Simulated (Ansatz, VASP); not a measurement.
Cd: VASP beside Ansatz

Contents of INCAR:

```
  PREC = Accurate
  ENCUT = 520
  EDIFF = 1E-6
  ISMEAR = 0
  SIGMA = 0.15
  LREAL = F
  LASPH = T
  NELM = 100
  ALGO = Normal
  ISIF = 2
  LWAVE = F
  LCHARG = F
  GGA = PE
  NBANDS = 12
```

Contents of KPOINTS:

```
Automatic mesh
0
Gamma
  18 18 18
```

File POSCAR:

```
Cd
1.0
    0.0000000000      2.2181497500      2.1072422625
    2.2181497500      0.0000000000      2.1072422625
    2.2181497500      2.2181497500      0.0000000000
Cd
1
Direct
    0.0000000000      0.0000000000      0.0000000000
```

Input for Ansatz:

```yaml
crystal:
  lattice:
    - [0.0, 2.21814975, 2.1072422625]
    - [2.21814975, 0.0, 2.1072422625]
    - [2.21814975, 2.21814975, 0.0]
  atoms:
    - { symbol: Cd, position: [0.0, 0.0, 0.0] }
basis:
  ecutwfc: 420
kpoints:
  mp_grid: { grid: [18, 18, 18] }
hamiltonian:
  xc: pbe
scf:
  occupations: { method: gaussian, width: 0.15 }
output:
  forces: true
  stress: true
  eigenvalues: true
```

Change from the starting cell: strain +0.000 along x and y, -0.050 along z, atoms carried along.

Alike in both runs: task single point; functional PBE; k mesh 18 × 18 × 18; occupations gaussian, width 0.15 eV; no spin polarisation.

```csv
,VASP,Ansatz
version,VASP 6.6.1,Ansatz 0.2.0
potentials or method,"VASP PAW PBE potentials, release 64 (Cd), cutoff 520 eV","scalar-relativistic, plane waves, PAW"
valence electrons in the cell,12,20
```

Ansatz gave:

```
gap on the k mesh at the Fermi level (eV)                     : none
pressure (GPa)                                                : 5.4
traceless stress, the component that is largest in VASP (GPa) : 1.10
```

**Question.** Estimate VASP's values.

**Answer.** gap on the k mesh at the Fermi level (eV): none; pressure (GPa): 5.8; traceless stress, the component that is largest in VASP (GPa): 1.11.

A gap of «none» marks a metal or a gap that the smearing closes. The functional is the same, so the differences come from potentials, cutoffs and numerics. VASP's potentials hold 12 valence electrons a cell and Ansatz's 20, so a difference there can come from the potentials and not from the codes.
